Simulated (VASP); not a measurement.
# Ni3Ge (Pm-3m) in VASP: further runs

Ni3Ge is run at these levels: PBEsol; tasks: single point.

Everything below comes from runs of VASP 6.6.1. Logs are shortened: lines on timing, memory, paths and dates and some standing lists are left out, and cuts for length are marked.

**1. The cell of the first run**

The structure is cubic, space group Pm-3m (No. 221). Conventional cell: a = 3.530 Å, b = 3.530 Å, c = 3.530 Å, α = 90.00°, β = 90.00°, γ = 90.00°. Ni (site symmetry 4/mmm) has 8 Ni at 2.50 Å and 4 Ge at 2.50 Å within 3.3 Å. Ge (site symmetry m-3m) has 12 Ni at 2.50 Å within 3.3 Å.

**2. Single point, PBEsol**

INCAR reads:

```
PREC = Accurate ; ENCUT = 520
EDIFF = 1E-6 ; ISMEAR = 0
SIGMA = 0.1 ; LREAL = False
LASPH = True ; NELM = 80
ALGO = Normal ; ISIF = 2
LWAVE = False ; LCHARG = True
GGA = PS ; LELF = True
LVHAR = True ; NBANDS = 30
```

KPOINTS reads:

```
Automatic mesh
0
Gamma
  1 1 1
```

POSCAR reads:

```
Ni3Ge
1.0
    3.5303341067      0.0000000000      0.0000000000
    0.0000000000      3.5303341067      0.0000000000
    0.0000000000      0.0000000000      3.5303341067
Ni Ge
3 1
Direct
    0.5000000000      0.0000000000      0.5000000000
    0.0000000000      0.5000000000      0.5000000000
    0.5000000000      0.5000000000      0.0000000000
    0.0000000000      0.0000000000      0.0000000000
```

Potentials or basis: VASP PAW PBE potentials, release 64 (Ni, Ge_d).

Run with:

```
$ cat potpaw_PBE.64/Ni/POTCAR potpaw_PBE.64/Ge_d/POTCAR > POTCAR
$ mpirun -np 1 vasp_gam > vasp.out
```

OUTCAR:

```text
PREC = Accurate
   ENCUT = 520
   EDIFF = 1E-6
   ISMEAR = 0
   LREAL = False
   LASPH = True
   NELM = 80
   ISIF = 2
   GGA = PS

 ion  position               nearest neighbor table
   1  0.500  0.000  0.500-   2 2.50   3 2.50   4 2.50   3 2.50   4 2.50   2 2.50   3 2.50   3 2.50
                             2 2.50   4 2.50   4 2.50   2 2.50
   2  0.000  0.500  0.500-   1 2.50   3 2.50   4 2.50   3 2.50   4 2.50   1 2.50   4 2.50   4 2.50
                             1 2.50   3 2.50   3 2.50   1 2.50
   3  0.500  0.500  0.000-   1 2.50   2 2.50   4 2.50   1 2.50   2 2.50   1 2.50   4 2.50   1 2.50
                             2 2.50   4 2.50   2 2.50   4 2.50
   4  0.000  0.000  0.000-   1 2.50   2 2.50   3 2.50   1 2.50   2 2.50   2 2.50   3 2.50   2 2.50
                             1 2.50   3 2.50   1 2.50   3 2.50

  LATTYP: Found a simple cubic cell.
 ALAT       =     3.5303341067

  Lattice vectors:

 A1 = (   3.5303341067,   0.0000000000,   0.0000000000)
 A2 = (   0.0000000000,   3.5303341067,   0.0000000000)
 A3 = (   0.0000000000,   0.0000000000,   3.5303341067)

Analysis of symmetry for initial positions (statically):
=====================================================================
 Subroutine PRICEL returns:
 Original cell was already a primitive cell.

 Routine SETGRP: Setting up the symmetry group for a
 simple cubic supercell.

 Subroutine GETGRP returns: Found 48 space group operations
 (whereof 48 operations were pure point group operations)
 out of a pool of 48 trial point group operations.

The static configuration has the point symmetry O_h .

Analysis of symmetry for dynamics (positions and initial velocities):
=====================================================================
 Subroutine PRICEL returns:
 Original cell was already a primitive cell.

 Routine SETGRP: Setting up the symmetry group for a
 simple cubic supercell.

 Subroutine GETGRP returns: Found 48 space group operations
 (whereof 48 operations were pure point group operations)
 out of a pool of 48 trial point group operations.

The dynamic configuration has the point symmetry O_h .

 Subroutine INISYM returns: Found 48 space group operations
 (whereof 48 operations are pure point group operations),
 and found     1 'primitive' translations

----------------------------------------------------------------------------------------

                                     Primitive cell

  volume of cell :      43.9995

  direct lattice vectors                    reciprocal lattice vectors
     3.530334107  0.000000000  0.000000000     0.283259309  0.000000000  0.000000000
     0.000000000  3.530334107  0.000000000     0.000000000  0.283259309  0.000000000
     0.000000000  0.000000000  3.530334107     0.000000000  0.000000000  0.283259309

  length of vectors
     3.530334107  3.530334107  3.530334107     0.283259309  0.283259309  0.283259309

  position of ions in fractional coordinates (direct lattice)
     0.500000000  0.000000000  0.500000000
     0.000000000  0.500000000  0.500000000
     0.500000000  0.500000000  0.000000000
     0.000000000  0.000000000  0.000000000

  ion indices of the primitive-cell ions
   primitive index   ion index
                 1           1
                 2           2
                 3           3
                 4           4

----------------------------------------------------------------------------------------

 KPOINTS: Automatic mesh

Automatic generation of k-mesh.
 Grid dimensions read from file:
 generate k-points for:    1    1    1

 Generating k-lattice:

  Cartesian coordinates                     Fractional coordinates (reciprocal lattice)
     0.283259309  0.000000000  0.000000000     1.000000000  0.000000000  0.000000000
     0.000000000  0.283259309  0.000000000     0.000000000  1.000000000  0.000000000
     0.000000000  0.000000000  0.283259309     0.000000000  0.000000000  1.000000000

  Length of vectors
     0.283259309  0.283259309  0.283259309

  Shift w.r.t. Gamma in fractional coordinates (k-lattice)
     0.000000000  0.000000000  0.000000000

 Subroutine IBZKPT returns following result:
 ===========================================

 Found      1 irreducible k-points:

 Following reciprocal coordinates:
            Coordinates               Weight
  0.000000  0.000000  0.000000      1.000000
   k-points           NKPTS =      1   k-points in BZ     NKDIM =      1   number of bands    NBANDS=     30
   number of dos      NEDOS =    301   number of ions     NIONS =      4
   total plane-waves  NPLWV =  21952
   dimension x,y,z NGX =    28 NGY =   28 NGZ =   28
   dimension x,y,z NGXF=    56 NGYF=   56 NGZF=   56
   ions per type =               3   1
   NGX,Y,Z   is equivalent  to a cutoff of  13.19, 13.19, 13.19 a.u.
   NGXF,Y,Z  is equivalent  to a cutoff of  26.37, 26.37, 26.37 a.u.
 SYSTEM =  unknown system
   PREC   = accura    normal or accurate (medium, high low for compatibility)
   ISTART =      0    job   : 0-new  1-cont  2-samecut
   ICHARG =      2    charge: 1-file 2-atom 10-const
   ISPIN  =      1    spin polarized calculation?
   LNONCOLLINEAR =      F non collinear calculations
   LSORBIT =      F    spin-orbit coupling
   LASPH  =      T    aspherical Exc in radial PAW
   ENCUT  =  520.0 eV  38.22 Ry    6.18 a.u.   6.56  6.56  6.56*2*pi/ulx,y,z
   NELM   =     80;   NELMIN=  2; NELMDL= -5     # of ELM steps
   EDIFF  = 0.1E-05   stopping-criterion for ELM
   LREAL  =      F    real-space projection
   EDIFFG = 0.1E-04   stopping-criterion for IOM
   NSW    =      0    number of steps for IOM
   IBRION =     -1    ionic relax: 0-MD 1-quasi-New 2-CG
   NFREE  =      0    steps in history (QN), initial steepest desc. (CG)
   ISIF   =      2    stress and relaxation
   ISYM   =      2    0-nonsym 1-usesym 2-fastsym
   POTIM  = 0.5000    time-step for ionic-motion
   TEBEG  =    0.0;   TEEND  =   0.0 temperature during run
   PSTRESS=    0.0 pullay stress
   NELECT =      44.0000    total number of electrons
   NUPDOWN=      -1.0000    fix difference up-down
   EMIN   =  10.00;   EMAX   =-10.00  energy-range for DOS
   EFERMI =   0.00;   METHOD = LEGACY
   ISMEAR =     0;   SIGMA  =   0.10  broadening in eV -4-tet -1-fermi 0-gaus
   EFERMI_NEDOS =   21; number of points for ismear=-14 and -15
   IALGO  =     38    algorithm
   IMIX   =      4    mixing-type and parameters
     AMIX     =   0.40;   BMIX     =  1.00
     AMIX_MAG =   1.60;   BMIX_MAG =  1.00
  volume/ion in A,a.u.               =      11.00        74.23
  Fermi-wavevector in a.u.,A,eV,Ry     =   1.637105  3.093680 36.465156  2.680113
  Thomas-Fermi vector in A             =   2.728300
   LORBIT       =      0    0 simple, 1 ext, 2 COOP (PROOUT), +10 PAW based schemes
   GGA     = PS    functional components
   LHFCALC =     F    Hartree Fock is set to
   AEXX    =    0.0000 exact exchange contribution
   IVDW    =     0    specifies the selected vdW correction
   LEPSILON=     F    determine dielectric tensor
   LRPA    =     F    only Hartree local field effects (RPA)
 non-spin polarized calculation
 Gauss-broadening in eV      SIGMA  =   0.10
  energy-cutoff  :      520.00
  volume of cell :       44.00
 maximum number of plane-waves:       607
 NGX is ok and might be reduce to    28
   NGX = 13   NGY = 13   NGZ = 13

 number of electron      43.9999973 magnetization

 Free energy of the ion-electron system (eV)
  ---------------------------------------------------
  ext. energy  EPLUGINS =         0.00000000
  ---------------------------------------------------
  free energy    TOTEN  =       -14.45752462 eV

  energy without entropy =      -14.13633384  energy(sigma->0) =      -14.29692923

 E-fermi :   9.5958     XC(G=0): -13.6597

 val. band max:        9.5785701548   @ k =   0.0000   0.0000   0.0000
 cond. band min:      14.1491199795   @ k =   0.0000   0.0000   0.0000
 fundamental gap:      4.5705498247
 Fermi energy:         9.5958348485

 k-point     1 :       0.0000    0.0000    0.0000
  band No.  band energies     occupation
      1     -13.1525      2.00000
      2     -13.1525      2.00000
      3     -13.1278      2.00000
      4     -13.1278      2.00000
      5     -13.1278      2.00000
      6      -2.0169      2.00000
[... 22 lines left out ...]
     29      20.6921      0.00000
     30      20.6921      0.00000

------------------------ aborting loop because EDIFF is reached ----------------------------------------

  FORCE on cell =-STRESS in cart. coord.  units (eV):
  Direction    XX          YY          ZZ          XY          YZ          ZX
  --------------------------------------------------------------------------------------
  -------------------------------------------------------------------------------------
  Total        6.4651881      6.4651881      6.4651881      0.0000000      0.0000000     -0.0000000
  in kB      235.4205241    235.4205241    235.4205241      0.0000000      0.0000000     -0.0000000
  external PRESSURE =     235.4205241 kB  Pullay stress =       0.0000000 kB

 VOLUME and BASIS-vectors are now :
 -----------------------------------------------------------------------------
  energy-cutoff  :      520.00
  volume of cell :       44.00
      direct lattice vectors                 reciprocal lattice vectors
     3.530334107  0.000000000  0.000000000     0.283259309  0.000000000  0.000000000
     0.000000000  3.530334107  0.000000000     0.000000000  0.283259309  0.000000000
     0.000000000  0.000000000  3.530334107     0.000000000  0.000000000  0.283259309

 POSITION                                       TOTAL-FORCE (eV/Angst)
 -----------------------------------------------------------------------------------
      1.76517      0.00000      1.76517         0.000000      0.000000      0.000000
      0.00000      1.76517      1.76517         0.000000      0.000000      0.000000
      1.76517      1.76517      0.00000         0.000000      0.000000      0.000000
      0.00000      0.00000      0.00000         0.000000      0.000000      0.000000
 -----------------------------------------------------------------------------------
    total drift:                                0.000000      0.000000      0.000000

  FREE ENERGIE OF THE ION-ELECTRON SYSTEM (eV)
  ---------------------------------------------------
  free  energy   TOTEN  =       -14.4575246209 eV

  energy  without entropy=      -14.1363338446  energy(sigma->0) =      -14.29692923
```

Run time: 14 s. Hardware: 1 thread of Intel Xeon 6975P-C (Granite Rapids), shared host; peak memory 0.14 GiB.

What came out:

| Quantity | Value |
| --- | --- |
| Free energy | -14.4575 eV |
| Pressure | 23.5 GPa |
| Band gap on the k mesh | zero (filled and empty bands touch) |

Levels at points of the mesh, in eV from the Fermi level:
| k point | band 22 | band 23 | band 24 | band 25 | band 26 | band 27 |
| --- | --- | --- | --- | --- | --- | --- |
| (0.00, 0.00, 0.00) | -0.02 | -0.02 | -0.02 | 4.55 | 7.43 | 7.43 |

Caveat: the k points lie up to 1.78 Å⁻¹ apart; the PAW data sets were made with another functional, which shifts forces and pressure a little. Spin polarisation is off, so any magnetic state and its effect on volume and gap are missing.

**3. Single point, PBEsol**

INCAR reads:

```
SYSTEM = Ni3Ge
ALGO = Fast
EDIFF = 1E-6
ENCUT = 520
GGA = PS
ISIF = 2
ISMEAR = 0
LASPH = .TRUE.
LCHARG = .FALSE.
LREAL = .FALSE.
LWAVE = .FALSE.
NBANDS = 30
NELM = 100
PREC = Accurate
SIGMA = 0.1
```

KPOINTS reads:

```
k-points
0
G
  2 2 2
  0 0 0
```

POSCAR is that of step 2.

Potentials or basis: VASP PAW PBE potentials, release 64 (Ni, Ge_d).

Run with:

```
$ cat potpaw_PBE.64/Ni/POTCAR potpaw_PBE.64/Ge_d/POTCAR > POTCAR
$ mpirun -np 1 vasp_std > vasp.out
```

Run time: 5.7 s. Hardware: 1 thread of Intel Xeon 6975P-C (Granite Rapids), shared host; peak memory 0.15 GiB.

It converged, with:

```yaml
Free_energy: -24.8640 eV
Pressure: -4.5 GPa
Band_gap_on_the_k_mesh: zero (band 22 reaches 9.81 eV, above the bottom of band 23 at 9.63 eV)
```

Levels at points of the mesh, in eV from the Fermi level:
| k point | band 19 | band 20 | band 21 | band 22 | band 23 | band 24 |
| --- | --- | --- | --- | --- | --- | --- |
| (0.00, 0.00, 0.00) | -0.50 | -0.50 | -0.15 | 0.03 | 0.03 | 0.03 |
| (0.50, 0.00, 0.00) | -1.21 | -1.00 | -0.50 | 0.03 | 3.98 | 3.98 |
| (0.50, 0.50, 0.00) | -1.07 | -0.94 | -0.91 | -0.75 | 0.72 | 0.72 |
| (0.50, 0.50, 0.50) | -1.00 | -1.00 | -0.21 | -0.15 | -0.15 | -0.15 |

Caveat: the k points lie up to 0.89 Å⁻¹ apart; the PAW data sets were made with another functional, which shifts forces and pressure a little.
